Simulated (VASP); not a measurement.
## Re: single point with r2SCAN

The system is Re.

```
CELL_PARAMETERS angstrom
2.73692 0.00000 0.00000
-1.36846 2.37024 0.00000
0.00000 0.00000 4.42337
ATOMIC_POSITIONS crystal
Re 0.33333 0.66667 0.25000
Re 0.66667 0.33333 0.75000
```

| Quantity | Value |
| --- | --- |
| Program | VASP 6.6.1 |
| Task | single point |
| Functional | r2SCAN |
| Potentials or basis | VASP PAW PBE potentials, release 64 (Re) |
| Cutoff | 520 eV |
| k mesh | 20 × 20 × 12 |
| Occupations | fermi-dirac, width 0.1 eV |
| Spin | no spin polarisation |

```yaml
Pressure: 10.2 GPa
Band_gap_on_the_k_mesh: zero (bands 7 and 8 overlap by 3.52 eV)
```

Stress tensor (GPa, compression positive):
```
10.27  0.00  0.00
 0.00 10.27  0.00
 0.00  0.00 10.18
```

Levels at points of the mesh, in eV from the Fermi level:
```csv
k point,band 4,band 5,band 6,band 7,band 8,band 9,band 10,band 11
"(0.00, 0.00, 0.00)",-1.69,-1.69,-0.79,-0.79,0.23,0.23,0.60,3.64
"(0.50, 0.00, 0.00)",-2.06,-1.88,-1.49,-0.65,4.28,4.72,4.85,6.51
"(0.00, 0.00, 0.50)",-2.59,-1.83,-1.83,-1.83,-1.83,2.76,2.76,2.76
"(0.50, 0.00, 0.50)",-4.44,0.44,0.44,0.96,0.96,4.61,4.61,5.13
```

Wall time 11 min on 1 thread of Oxide Virtual Turin-like Processor, with other jobs on the host, peak memory 0.2 GiB.

Caveat: the cell stands under pressure; the PAW data sets were made with another functional, which shifts forces and pressure a little; spin-orbit coupling is left out, which moves the levels of the heavy elements.
